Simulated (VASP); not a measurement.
# MgO in VASP: a series of runs, part 2 of 2

VASP 6.6.1.

### Step 4. Single point, PBEsol (strain +0.025 along x and y, +0.050 along z)

The input, INCAR:

```
  PREC = Accurate
  ENCUT = 520
  EDIFF = 1E-6
  ISMEAR = 0
  SIGMA = 0.05
  LREAL = F
  LASPH = T
  NELM = 80
  ALGO = Normal
  ISIF = 2
  LWAVE = F
  LCHARG = T
  GGA = PS
  LELF = T
  LVHAR = T
  NBANDS = 11
```

The input, KPOINTS:

```
Automatic mesh
0
Gamma
  10 10 10
```

The input, POSCAR:

```
MgO
1.0
    0.0000000000      2.1597833635      2.2124610065
    2.1597833635      0.0000000000      2.2124610065
    2.1597833635      2.1597833635      0.0000000000
Mg O
1 1
Direct
    0.0000000000      0.0000000000      0.0000000000
    0.5000000000      0.5000000000      0.5000000000
```

Potentials or basis: VASP PAW PBE potentials, release 64 (Mg, O).

Run with:

```sh
cat potpaw_PBE.64/Mg/POTCAR potpaw_PBE.64/O/POTCAR > POTCAR
mpirun -np 1 vasp_std > vasp.out
```

OUTCAR:

```text
PREC = Accurate
   ENCUT = 520
   EDIFF = 1E-6
   ISMEAR = 0
   LREAL = F
   LASPH = T
   NELM = 80
   ISIF = 2
   GGA = PS

 ion  position               nearest neighbor table
   1  0.000  0.000  0.000-   2 2.16   2 2.16   2 2.16   2 2.16   2 2.21   2 2.21
   2  0.500  0.500  0.500-   1 2.16   1 2.16   1 2.16   1 2.16   1 2.21   1 2.21

  LATTYP: Found a body centered tetragonal cell.
 ALAT       =     3.0543949244
 C/A-ratio  =     1.4487065761

  Lattice vectors:

 A1 = (  -2.1597833635,   0.0000000000,   2.2124610065)
 A2 = (   2.1597833635,   0.0000000000,   2.2124610065)
 A3 = (   0.0000000000,   2.1597833635,  -2.2124610065)

Analysis of symmetry for initial positions (statically):
=====================================================================
 Subroutine PRICEL returns:
 Original cell was already a primitive cell.

 Routine SETGRP: Setting up the symmetry group for a
 body centered tetragonal supercell.

 Subroutine GETGRP returns: Found 16 space group operations
 (whereof 16 operations were pure point group operations)
 out of a pool of 16 trial point group operations.

The static configuration has the point symmetry D_4h.

Analysis of symmetry for dynamics (positions and initial velocities):
=====================================================================
 Subroutine PRICEL returns:
 Original cell was already a primitive cell.

 Routine SETGRP: Setting up the symmetry group for a
 body centered tetragonal supercell.

 Subroutine GETGRP returns: Found 16 space group operations
 (whereof 16 operations were pure point group operations)
 out of a pool of 16 trial point group operations.

The dynamic configuration has the point symmetry D_4h.

 Subroutine INISYM returns: Found 16 space group operations
 (whereof 16 operations are pure point group operations),
 and found     1 'primitive' translations

----------------------------------------------------------------------------------------

                                     Primitive cell

[... 117 lines left out ...]
   AEXX    =    0.0000 exact exchange contribution
   IVDW    =     0    specifies the selected vdW correction
   LEPSILON=     F    determine dielectric tensor
   LRPA    =     F    only Hartree local field effects (RPA)
 non-spin polarized calculation
 Gauss-broadening in eV      SIGMA  =   0.05
  energy-cutoff  :      520.00
  volume of cell :       20.64
 maximum number of plane-waves:       568
   NGX = 11   NGY = 11   NGZ = 11

 number of electron       7.9999996 magnetization

 Free energy of the ion-electron system (eV)
  ---------------------------------------------------
  ext. energy  EPLUGINS =         0.00000000
  ---------------------------------------------------
  free energy    TOTEN  =       -12.42286402 eV

  energy without entropy =      -12.42286402  energy(sigma->0) =      -12.42286402

 E-fermi :   2.6625     XC(G=0): -10.8368

 val. band max:        2.3943991689   @ k =   0.0000   0.0000   0.0000
 cond. band min:       6.0877855072   @ k =   0.0000   0.0000   0.0000
 fundamental gap:      3.6933863383
 Fermi energy:         2.6625007232

 k-point     1 :       0.0000    0.0000    0.0000
  band No.  band energies     occupation
      1     -14.3627      2.00000
      2       2.3385      2.00000
      3       2.3385      2.00000
      4       2.3944      2.00000
      5       6.0878      0.00000
      6      17.2811      0.00000
      7      17.5209      0.00000
      8      17.5209      0.00000
      9      21.0317      0.00000
     10      22.4333      0.00000
     11      23.1664      0.00000
[... 309 lines left out ...]
 k-point    24 :       0.4000    0.3000    0.0000
  band No.  band energies     occupation
      1     -13.3471      2.00000
      2      -0.9588      2.00000
      3       1.2027      2.00000
      4       1.4190      2.00000
      5      10.8640      0.00000
      6      12.1965      0.00000
      7      14.6185      0.00000
      8      19.3216      0.00000
      9      19.4736      0.00000
     10      26.1095      0.00000
     11      27.1229      0.00000

 [... further k-points ...]

------------------------ aborting loop because EDIFF is reached ----------------------------------------

  FORCE on cell =-STRESS in cart. coord.  units (eV):
  Direction    XX          YY          ZZ          XY          YZ          ZX
  --------------------------------------------------------------------------------------
  -------------------------------------------------------------------------------------
  Total       -1.5852277     -1.5852277     -1.8916822      0.0000000      0.0000000     -0.0000000
  in kB     -123.0484737   -123.0484737   -146.8360676      0.0000000      0.0000000     -0.0000000
  external PRESSURE =    -130.9776717 kB  Pullay stress =       0.0000000 kB

 VOLUME and BASIS-vectors are now :
 -----------------------------------------------------------------------------
  energy-cutoff  :      520.00
  volume of cell :       20.64
      direct lattice vectors                 reciprocal lattice vectors
     0.000000000  2.159783363  2.212461006    -0.231504700  0.231504700  0.225992684
     2.159783363  0.000000000  2.212461006     0.231504700 -0.231504700  0.225992684
     2.159783363  2.159783363  0.000000000     0.231504700  0.231504700 -0.225992684

 POSITION                                       TOTAL-FORCE (eV/Angst)
 -----------------------------------------------------------------------------------
      0.00000      0.00000      0.00000        -0.000000     -0.000000     -0.000000
      2.15978      2.15978      2.21246         0.000000      0.000000      0.000000
 -----------------------------------------------------------------------------------
    total drift:                               -0.000000     -0.000000      0.000000

  FREE ENERGIE OF THE ION-ELECTRON SYSTEM (eV)
  ---------------------------------------------------
  free  energy   TOTEN  =       -12.4228640156 eV

  energy  without entropy=      -12.4228640156  energy(sigma->0) =      -12.42286402
```

OSZICAR:

```text
N       E                     dE             d eps       ncg     rms          rms(c)
DAV:   1     0.135866953549E+02    0.13587E+02   -0.44700E+03  2516   0.633E+02
DAV:   2    -0.131176247077E+02   -0.26704E+02   -0.25596E+02  2626   0.131E+02
DAV:   3    -0.138047902570E+02   -0.68717E+00   -0.68653E+00  2691   0.184E+01
DAV:   4    -0.138066402872E+02   -0.18500E-02   -0.18500E-02  2475   0.109E+00
DAV:   5    -0.138066465609E+02   -0.62738E-05   -0.62737E-05  2643   0.627E-02    0.661E+00
DAV:   6    -0.124682191393E+02    0.13384E+01   -0.83626E+00  2355   0.151E+01    0.237E+00
DAV:   7    -0.124385204095E+02    0.29699E-01   -0.85212E-02  2469   0.236E+00    0.132E+00
DAV:   8    -0.124234311761E+02    0.15089E-01   -0.32466E-02  2352   0.196E+00    0.265E-01
DAV:   9    -0.124230096090E+02    0.42157E-03   -0.48947E-04  2610   0.156E-01    0.165E-01
DAV:  10    -0.124228618751E+02    0.14773E-03   -0.60673E-04  2466   0.188E-01    0.639E-03
DAV:  11    -0.124228633367E+02   -0.14616E-05   -0.66591E-06  2517   0.164E-02    0.357E-03
DAV:  12    -0.124228640156E+02   -0.67884E-06   -0.10547E-07  1317   0.349E-03
   1 F= -.12422864E+02 E0= -.12422864E+02  d E =-.920094E-17
```

stdout:

```text
POSCAR found type information on POSCAR MgO
 POSCAR found :  2 types and       2 ions
 scaLAPACK will be used
 -----------------------------------------------------------------------------
|                                                                             |
|                                                                             |
|     You enforced a specific xc type in the INCAR file but a different       |
|     I HOPE YOU KNOW WHAT YOU ARE DOING!                                     |
|                                                                             |
 -----------------------------------------------------------------------------

 LDA part: xc-table for (Slater+PW92), standard interpolation
 POSCAR, INCAR and KPOINTS ok, starting setup
 FFT: planning ... GRIDC
 FFT: planning ... GRID_SOFT
 FFT: planning ... GRID
 WAVECAR not read
 entering main loop
```

Run time: 26 s. Hardware: 1 thread of Intel Xeon 6975P-C, shared host; peak memory 0.15 GiB.

Results:

- Free energy: -12.4229 eV
- Pressure: -13.1 GPa
- Band gap on the k mesh: 3.69 eV, direct

Stress tensor (GPa, compression positive):
```
-12.30   0.00   0.00
  0.00 -12.30   0.00
  0.00   0.00 -14.68
```

Levels at points of the mesh, in eV from the valence-band top:
```csv
k point,band 2,band 3,band 4,band 5,band 6,band 7
"(0.00, 0.00, 0.00)",-0.06,-0.06,0.00,3.69,14.89,15.13
"(0.50, 0.00, 0.00)",-4.29,-0.62,-0.58,7.10,11.37,14.91
"(0.50, 0.50, 0.00)",-3.83,-1.21,-1.21,8.83,8.92,11.72
"(0.50, 0.00, 0.50)",-3.76,-1.37,-1.22,8.69,8.81,12.02
```

Caveat: the cell differs from its parent crystal (strain +0.025 along x and y, +0.050 along z); the PAW data sets were made with another functional, which shifts forces and pressure a little.

### Step 5. Single point, PBEsol (strain +0.050 along x and y, +0.025 along z)

The input, INCAR:

```
SYSTEM = MgO
PREC     = Accurate       ! precision mode
ENCUT    = 520            ! plane-wave cutoff, eV
EDIFF    = 1E-6           ! SCF threshold, eV
ISMEAR   = 0              ! smearing method
SIGMA    = 0.05           ! smearing width, eV
LREAL    = .FALSE.        ! projectors in reciprocal space
LASPH    = .TRUE.         ! aspherical terms in the spheres
NELM     = 80             ! most SCF steps
ALGO     = Normal         ! electronic algorithm
ISIF     = 2              ! what is computed and relaxed
LWAVE    = .FALSE.        ! write WAVECAR
LCHARG   = .FALSE.        ! write CHGCAR
GGA      = PS             ! functional
NBANDS   = 11             ! bands
```

The input, KPOINTS:

```
regular mesh
0
G
  10 10 10
  0 0 0
```

The input, POSCAR:

```
MgO
1.0
    0.0000000000      2.2124610065      2.1597833635
    2.2124610065      0.0000000000      2.1597833635
    2.2124610065      2.2124610065      0.0000000000
Mg O
1 1
Direct
    0.0000000000      0.0000000000      0.0000000000
    0.5000000000      0.5000000000      0.5000000000
```

Run with:

```sh
cat potpaw_PBE.64/Mg/POTCAR potpaw_PBE.64/O/POTCAR > POTCAR
mpirun -np 1 vasp_std > vasp.out
```

Run time: 26 s. Hardware: 1 thread of Intel Xeon 6975P-C, shared host; peak memory 0.15 GiB.

It converged, with:

| Quantity | Value |
| --- | --- |
| Free energy | -12.3784 eV |
| Pressure | -15.4 GPa |
| Band gap on the k mesh | 3.51 eV, direct |

Stress tensor (GPa, compression positive):
```
-16.18   0.00   0.00
  0.00 -16.18   0.00
  0.00   0.00 -13.99
```

Levels at points of the mesh, in eV from the valence-band top:
```
           k point  band 2  band 3  band 4  band 5  band 6  band 7
(0.00, 0.00, 0.00)   -0.06    0.00    0.00    3.51   14.85   14.85
(0.50, 0.00, 0.00)   -4.18   -0.58   -0.54    6.98   11.13   14.69
(0.50, 0.50, 0.00)   -3.63   -1.28   -1.28    8.59    8.60   11.91
(0.50, 0.00, 0.50)   -3.70   -1.27   -1.12    8.60    8.83   11.60
```

Caveat: the cell differs from its parent crystal (strain +0.050 along x and y, +0.025 along z); the PAW data sets were made with another functional, which shifts forces and pressure a little.

### Step 6. Single point, PBEsol (strain -0.050 along x and y, -0.050 along z)

The input, INCAR:

```
ALGO = Normal
EDIFF = 1E-6
ENCUT = 520
GGA = PS
ISIF = 2
ISMEAR = 0
LASPH = True
LCHARG = False
LREAL = False
LWAVE = False
NBANDS = 11
NELM = 60
PREC = Accurate
SIGMA = 0.05
```

The input, KPOINTS:

```
k-points
0
Gamma
  10 10 10
```

The input, POSCAR:

```
MgO
1.0
    0.0000000000      2.0017504345      2.0017504345
    2.0017504345      0.0000000000      2.0017504345
    2.0017504345      2.0017504345      0.0000000000
Mg O
1 1
Direct
    0.0000000000      0.0000000000      0.0000000000
    0.5000000000      0.5000000000      0.5000000000
```

Potentials or basis: VASP PAW PBE potentials, release 64 (Mg, O).

Run with:

```sh
cat potpaw_PBE.64/Mg/POTCAR potpaw_PBE.64/O/POTCAR > POTCAR
mpirun -np 1 vasp_std > vasp.out
```

Run time: 11 s. Hardware: 1 thread of Intel Xeon Platinum 8259CL at 2.50GHz (Skylake/Cascade Lake), shared host; peak memory 0.14 GiB.

Results (log left out):

* Free energy: -12.2714 eV
* Pressure: 33.2 GPa
* Band gap on the k mesh: 6.26 eV, direct

Levels at points of the mesh, in eV from the valence-band top:
| k point | band 2 | band 3 | band 4 | band 5 | band 6 | band 7 |
| --- | --- | --- | --- | --- | --- | --- |
| (0.00, 0.00, 0.00) | 0.00 | 0.00 | 0.00 | 6.26 | 16.46 | 16.46 |
| (0.50, 0.00, 0.00) | -5.41 | -0.86 | -0.86 | 8.74 | 14.27 | 17.78 |
| (0.50, 0.50, 0.00) | -4.81 | -1.59 | -1.59 | 9.03 | 11.62 | 14.67 |

Caveat: the cell differs from its parent crystal (strain -0.050 along x and y, -0.050 along z); the PAW data sets were made with another functional, which shifts forces and pressure a little.

### Step 7. Overview

| cell | gap on the mesh (eV) | pressure (GPa) |
| --- | --- | --- |
| a = 3.055, b = 3.055, c = 2.980 Å, angles 60.8, 60.8, 58.4°, 2 atoms | 4.09 | -6.8 |
| a = 3.017, b = 3.017, c = 3.054 Å, angles 59.6, 59.6, 60.8°, 2 atoms | 4.14 | -7.4 |
| a = 3.092, b = 3.092, c = 3.054 Å, angles 60.4, 60.4, 59.2°, 2 atoms | 3.69 | -13.1 |
| a = 3.092, b = 3.092, c = 3.129 Å, angles 59.6, 59.6, 60.8°, 2 atoms | 3.51 | -15.4 |
| a = 2.831 Å, angles 60.0°, 2 atoms | 6.26 | 33.2 |

Alike in all rows: task single point; level PBEsol; potentials or basis VASP PAW PBE potentials, release 64 (Mg, O); no spin polarisation; k mesh 10 × 10 × 10; cutoff (eV) 520; smearing gaussian 0.05 eV.

Caveats: the PAW data sets were made with another functional, which shifts forces and pressure a little.

Total energies depend on the potentials used, so only differences within one code and one set of settings carry meaning.
